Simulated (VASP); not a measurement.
YIn3N4, 8 atoms in the cell. It takes space group P3m1 (No. 156, trigonal). Conventional cell: a = 3.581 Å, b = 3.581 Å, c = 11.344 Å, α = 90.00°, β = 90.00°, γ = 120.00°. In (site symmetry 3m) has 4 N at 2.15 to 2.17 Å within 2.8 Å. In (site symmetry 3m) has 4 N at 2.14 to 2.16 Å within 2.8 Å. In (site symmetry 3m) has 4 N at 2.16 Å within 2.9 Å. Y (site symmetry 3m) has 4 N at 2.18 to 2.27 Å within 2.9 Å. Within 2.8 Å of N (site symmetry 3m) lie 4 In at 2.15 to 2.16 Å. Within 2.8 Å of N (site symmetry 3m) lie 1 In at 2.14 Å and 3 Y at 2.18 Å. N (site symmetry 3m) has 4 In at 2.16 Å within 2.9 Å. Within 2.9 Å of N (site symmetry 3m) lie 3 In at 2.17 Å and 1 Y at 2.27 Å. 

| Property | Result |
| --- | --- |
| Program | VASP 6.6.1 |
| Task | single point |
| Functional | r2SCAN |
| Potentials or basis | VASP PAW PBE potentials, release 64 (In_d, Y_sv, N) |
| Cutoff | 520 eV |
| k mesh | 6 × 6 × 2 |
| Occupations | gaussian, width 0.01 eV |
| Spin | no spin polarisation |
| Dipole correction | no |
| Further INCAR settings | ALGO = Normal; EDIFF = 1e-06; NBANDS = 45 |

Potentials or basis: VASP PAW PBE potentials, release 64 (In_d, Y_sv, N).

Command:

```sh
$ cat potpaw_PBE.64/In_d/POTCAR potpaw_PBE.64/Y_sv/POTCAR potpaw_PBE.64/N/POTCAR > POTCAR
$ cp INCAR.step1 INCAR
$ mpirun -np 1 vasp_std > vasp.out
$ cp INCAR.step2 INCAR
$ mpirun -np 1 vasp_std > vasp.out
```

Hardware: 1 thread of Intel(R) Xeon(R) 6975P-C (Granite Rapids) (shared host).

Task: How long does it take, and how much memory?

Result: Wall time 3.1 min on 1 thread of Intel(R) Xeon(R) 6975P-C (Granite Rapids), on a shared host, peak memory 0.31 GiB. Counts: k points 14.
